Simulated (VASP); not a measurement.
# Mg (P-1) in VASP: single point with PBEsol

Aim: the single point of Mg with PBEsol.

Program: VASP 6.6.1. These are calculated values, not measurements. Logs are shortened: lines on timing, memory, paths and dates and some standing lists are left out, and cuts for length are marked.

### 1 The cell of the first run

The typed cell holds 2 atoms: a = 3.210 Å, b = 3.251 Å, c = 5.212 Å, α = 90.62°, β = 91.71°, γ = 121.27°.

### 2 Single point, PBEsol (equal xy, yz and zx shear strains of -3 %)

INCAR reads:

```
PREC = Accurate
ENCUT = 520
EDIFF = 1E-6
ISMEAR = -1
SIGMA = 0.08
LREAL = F
LASPH = T
NELM = 100
ALGO = Normal
ISIF = 2
LWAVE = F
LCHARG = T
GGA = PS
LELF = T
LVHAR = T
NBANDS = 9
```

KPOINTS reads:

```
Automatic mesh
0
Gamma
  12 12 7
```

POSCAR reads:

```
Mg
1.0
    3.2092715325     -0.0481390730     -0.0481390730
   -1.6463254263      2.8033802113     -0.0176201236
   -0.0781549500     -0.0781549500      5.2103300000
Mg
2
Direct
    0.3333333333      0.6666666667      0.2500000000
    0.6666666667      0.3333333333      0.7500000000
```

Potentials or basis: VASP PAW PBE potentials, release 64 (Mg).

On the command line:

```
cat potpaw_PBE.64/Mg/POTCAR > POTCAR
mpirun -np 1 vasp_std > vasp.out
```

OUTCAR:

```text
PREC = Accurate
   ENCUT = 520
   EDIFF = 1E-6
   ISMEAR = -1
   LREAL = F
   LASPH = T
   NELM = 100
   ISIF = 2
   GGA = PS

 ion  position               nearest neighbor table
   1  0.333  0.667  0.250-   2 3.12   2 3.15   2 3.19   2 3.23   2 3.24   2 3.24
   2  0.667  0.333  0.750-   1 3.12   1 3.15   1 3.19   1 3.23   1 3.24   1 3.24

  LATTYP: Found a triclinic cell.
 ALAT       =     3.2510980433
 B/A-ratio  =     2.3785281603
 C/A-ratio  =     0.9873567314
 COS(alpha) =     0.0013407827
 COS(beta)  =     0.5191268021
 COS(gamma) =     0.6326089231

  Lattice vectors:

 A1 = (  -1.6463254263,   2.8033802113,  -0.0176201236)
 A2 = (  -0.0052243701,   5.6367762996,  -5.2937093202)
 A3 = (  -3.2092715325,   0.0481390730,   0.0481390730)

Analysis of symmetry for initial positions (statically):
=====================================================================
 Subroutine PRICEL returns:
 Original cell was already a primitive cell.

 Routine SETGRP: Setting up the symmetry group for a
 triclinic supercell.

 Subroutine GETGRP returns: Found  2 space group operations
 (whereof  2 operations were pure point group operations)
 out of a pool of  2 trial point group operations.

The static configuration has the point symmetry S_2 .

Analysis of symmetry for dynamics (positions and initial velocities):
=====================================================================
 Subroutine PRICEL returns:
 Original cell was already a primitive cell.

 Routine SETGRP: Setting up the symmetry group for a
 triclinic supercell.

 Subroutine GETGRP returns: Found  2 space group operations
 (whereof  2 operations were pure point group operations)
 out of a pool of  2 trial point group operations.

The dynamic configuration has the point symmetry S_2 .

 Subroutine INISYM returns: Found  2 space group operations
 (whereof  2 operations are pure point group operations),
 and found     1 'primitive' translations

----------------------------------------------------------------------------------------

                                     Primitive cell

  volume of cell :      46.4422

  direct lattice vectors                    reciprocal lattice vectors
     3.209271532 -0.048139073 -0.048139073     0.314480469  0.184730252  0.007488161
    -1.646325426  2.803380211 -0.017620124     0.005481714  0.359965898  0.005481714
    -0.078154950 -0.078154950  5.210330000     0.002924073  0.002924073  0.192014145

  length of vectors
     3.209993537  3.251098043  5.211502192     0.364800362  0.360049366  0.192058669

  position of ions in fractional coordinates (direct lattice)
     0.333333333  0.666666667  0.250000000
     0.666666667  0.333333333  0.750000000

  ion indices of the primitive-cell ions
   primitive index   ion index
                 1           1
                 2           2

----------------------------------------------------------------------------------------

 KPOINTS: Automatic mesh

Automatic generation of k-mesh.
 Grid dimensions read from file:
 generate k-points for:   12   12    7

 Generating k-lattice:

  Cartesian coordinates                     Fractional coordinates (reciprocal lattice)
     0.026206706  0.015394188  0.000624013     0.083333333 -0.000000000  0.000000000
     0.000456810  0.029997158  0.000456810    -0.000000000  0.083333333  0.000000000
     0.000417725  0.000417725  0.027430592     0.000000000 -0.000000000  0.142857143

  Length of vectors
     0.030400030  0.030004114  0.027436953

  Shift w.r.t. Gamma in fractional coordinates (k-lattice)
     0.000000000  0.000000000  0.000000000

 Subroutine IBZKPT returns following result:
 ===========================================

 Found    506 irreducible k-points:

 Following reciprocal coordinates:
            Coordinates               Weight
  0.000000  0.000000  0.000000      1.000000
  0.083333  0.000000  0.000000      2.000000
  0.166667  0.000000 -0.000000      2.000000
  0.250000  0.000000  0.000000      2.000000
  0.333333  0.000000 -0.000000      2.000000
  0.416667  0.000000 -0.000000      2.000000
[... 16 lines left out ...]
  0.250000  0.166667  0.000000      2.000000
  0.333333  0.166667 -0.000000      2.000000
 [... further k-points ...]
   k-points           NKPTS =    506   k-points in BZ     NKDIM =    506   number of bands    NBANDS=      9
   number of dos      NEDOS =    301   number of ions     NIONS =      2
   total plane-waves  NPLWV =  23040
   dimension x,y,z NGX =    24 NGY =   24 NGZ =   40
   dimension x,y,z NGXF=    48 NGYF=   48 NGZF=   80
   ions per type =               2
   NGX,Y,Z   is equivalent  to a cutoff of  12.43, 12.27, 12.76 a.u.
   NGXF,Y,Z  is equivalent  to a cutoff of  24.86, 24.54, 25.52 a.u.
 SYSTEM =  unknown system
   PREC   = accura    normal or accurate (medium, high low for compatibility)
   ISTART =      0    job   : 0-new  1-cont  2-samecut
   ICHARG =      2    charge: 1-file 2-atom 10-const
   ISPIN  =      1    spin polarized calculation?
   LNONCOLLINEAR =      F non collinear calculations
   LSORBIT =      F    spin-orbit coupling
   LASPH  =      T    aspherical Exc in radial PAW
   ENCUT  =  520.0 eV  38.22 Ry    6.18 a.u.   5.97  6.04  9.69*2*pi/ulx,y,z
   NELM   =    100;   NELMIN=  2; NELMDL= -5     # of ELM steps
   EDIFF  = 0.1E-05   stopping-criterion for ELM
   LREAL  =      F    real-space projection
   EDIFFG = 0.1E-04   stopping-criterion for IOM
   NSW    =      0    number of steps for IOM
   IBRION =     -1    ionic relax: 0-MD 1-quasi-New 2-CG
   NFREE  =      0    steps in history (QN), initial steepest desc. (CG)
   ISIF   =      2    stress and relaxation
   ISYM   =      2    0-nonsym 1-usesym 2-fastsym
   POTIM  = 0.5000    time-step for ionic-motion
   TEBEG  =    0.0;   TEEND  =   0.0 temperature during run
   PSTRESS=    0.0 pullay stress
   NELECT =       4.0000    total number of electrons
   NUPDOWN=      -1.0000    fix difference up-down
   EMIN   =  10.00;   EMAX   =-10.00  energy-range for DOS
   EFERMI =   0.00;   METHOD = LEGACY
   ISMEAR =    -1;   SIGMA  =   0.08  broadening in eV -4-tet -1-fermi 0-gaus
   EFERMI_NEDOS =   21; number of points for ismear=-14 and -15
   IALGO  =     38    algorithm
   IMIX   =      4    mixing-type and parameters
     AMIX     =   0.40;   BMIX     =  1.00
     AMIX_MAG =   1.60;   BMIX_MAG =  1.00
  volume/ion in A,a.u.               =      23.22       156.70
  Fermi-wavevector in a.u.,A,eV,Ry     =   0.722976  1.366227  7.111690  0.522694
  Thomas-Fermi vector in A             =   1.813075
   LORBIT       =      0    0 simple, 1 ext, 2 COOP (PROOUT), +10 PAW based schemes
   GGA     = PS    functional components
   LHFCALC =     F    Hartree Fock is set to
   AEXX    =    0.0000 exact exchange contribution
   IVDW    =     0    specifies the selected vdW correction
   LEPSILON=     F    determine dielectric tensor
   LRPA    =     F    only Hartree local field effects (RPA)
 non-spin polarized calculation
  energy-cutoff  :      520.00
  volume of cell :       46.44
 maximum number of plane-waves:      1266
   NGX = 11   NGY = 13   NGZ = 19

 number of electron       4.0000000 magnetization

 Free energy of the ion-electron system (eV)
  ---------------------------------------------------
  ext. energy  EPLUGINS =         0.00000000
  ---------------------------------------------------
  free energy    TOTEN  =        -3.44401864 eV

  energy without entropy =       -3.42651200  energy(sigma->0) =       -3.43526532

 E-fermi :   2.4969     XC(G=0):  -8.4976

 val. band max:        2.4929857176   @ k =   0.0000   0.2500  -0.0000
 cond. band min:       2.4975557380   @ k =   0.4167   0.4167   0.4286
 fundamental gap:      0.0045700204
 Fermi energy:         2.4968739834

 k-point     1 :       0.0000    0.0000    0.0000
  band No.  band energies     occupation
      1      -4.3470      2.00000
      2       0.8690      2.00000
      3       1.3010      2.00000
      4      13.0545      0.00000
      5      13.1658      0.00000
      6      13.7216      0.00000
      7      13.7229      0.00000
      8      14.3916      0.00000
      9      15.8889      0.00000

 k-point     2 :       0.0833    0.0000    0.0000
  band No.  band energies     occupation
      1      -4.2077      2.00000
      2       0.9860      2.00000
      3       1.4468      2.00000
      4      11.5210      0.00000
      5      11.8645      0.00000
      6      12.8891      0.00000
      7      14.6178      0.00000
      8      15.0921      0.00000
      9      15.9637      0.00000

 k-point     3 :       0.1667    0.0000   -0.0000
  band No.  band energies     occupation
      1      -3.7908      2.00000
      2       1.3418      2.00000
      3       1.8744      1.99916
      4       8.9681      0.00000
      5      10.8104      0.00000
      6      11.6661      0.00000
      7      13.3024      0.00000
      8      14.7104      0.00000
      9      15.2703      0.00000

 k-point     4 :       0.2500    0.0000    0.0000
  band No.  band energies     occupation
      1      -3.1001      2.00000
      2       1.9432      1.99803
      3       2.5538      0.65872
      4       6.5934      0.00000
      5       9.9872      0.00000
      6      10.3726      0.00000
      7      11.1744      0.00000
      8      12.8411      0.00000
      9      14.4704      0.00000
[... 205 lines left out ...]
 k-point    22 :       0.1667    0.1667   -0.0000
  band No.  band energies     occupation
      1      -2.6882      2.00000
      2       2.3060      1.83141
      3       2.9413      0.00771
      4       6.4842      0.00000
      5       6.9729      0.00000
      6      10.9271      0.00000
      7      11.3675      0.00000
      8      12.1472      0.00000
      9      12.7311      0.00000

 k-point    23 :       0.2500    0.1667    0.0000
  band No.  band energies     occupation
      1      -1.7269      2.00000
      2       3.1356      0.00068
      3       3.6546      0.00000
      4       4.8720      0.00000
      5       6.0045      0.00000
      6       9.1391      0.00000
      7      10.2704      0.00000
      8      10.7656      0.00000
      9      11.6701      0.00000

 k-point    24 :       0.3333    0.1667   -0.0000
  band No.  band energies     occupation
      1      -0.5085      2.00000
      2       2.5127      0.90158
      3       4.2802      0.00000
      4       4.8545      0.00000
      5       5.8866      0.00000
      6       7.3324      0.00000
      7       8.6845      0.00000
      8      10.1972      0.00000
      9      11.2241      0.00000

 [... further k-points ...]

------------------------ aborting loop because EDIFF is reached ----------------------------------------

  FORCE on cell =-STRESS in cart. coord.  units (eV):
  Direction    XX          YY          ZZ          XY          YZ          ZX
  --------------------------------------------------------------------------------------
  -------------------------------------------------------------------------------------
  Total       -0.2468611     -0.2593658     -0.4310658      0.1609730      0.1504719      0.1577782
  in kB       -8.5162927     -8.9476837    -14.8710463      5.5532989      5.1910276      5.4430844
  external PRESSURE =     -10.7783409 kB  Pullay stress =       0.0000000 kB

 VOLUME and BASIS-vectors are now :
 -----------------------------------------------------------------------------
  energy-cutoff  :      520.00
  volume of cell :       46.44
      direct lattice vectors                 reciprocal lattice vectors
     3.209271532 -0.048139073 -0.048139073     0.314480469  0.184730252  0.007488161
    -1.646325426  2.803380211 -0.017620124     0.005481714  0.359965898  0.005481714
    -0.078154950 -0.078154950  5.210330000     0.002924073  0.002924073  0.192014145

 POSITION                                       TOTAL-FORCE (eV/Angst)
 -----------------------------------------------------------------------------------
     -0.04733      1.83334      1.27479         0.031564      0.001350      0.005712
      1.53212      0.84375      3.86978        -0.031564     -0.001350     -0.005712
 -----------------------------------------------------------------------------------
    total drift:                                0.000000     -0.000000     -0.000000

  FREE ENERGIE OF THE ION-ELECTRON SYSTEM (eV)
  ---------------------------------------------------
  free  energy   TOTEN  =        -3.4440186361 eV

  energy  without entropy=       -3.4265120016  energy(sigma->0) =       -3.43526532
```

It took 36 s on 1 thread of Intel Xeon 6975P-C (Granite Rapids), shared host; peak memory 0.31 GiB.

Results:

```
Free energy            : -3.4440 eV
Pressure               : -1.1 GPa
Largest force          : 0.032 eV/Å
Band gap on the k mesh : zero (bands 2 and 3 overlap by 2.23 eV)
```

Forces in eV/Å, atoms in the order of the input:
```
Mg   0.032  0.001  0.006
Mg  -0.032 -0.001 -0.006
```

Caveat: the cell differs from its parent crystal (equal xy, yz and zx shear strains of -3 %); the PAW data sets were made with another functional, which shifts forces and pressure a little.
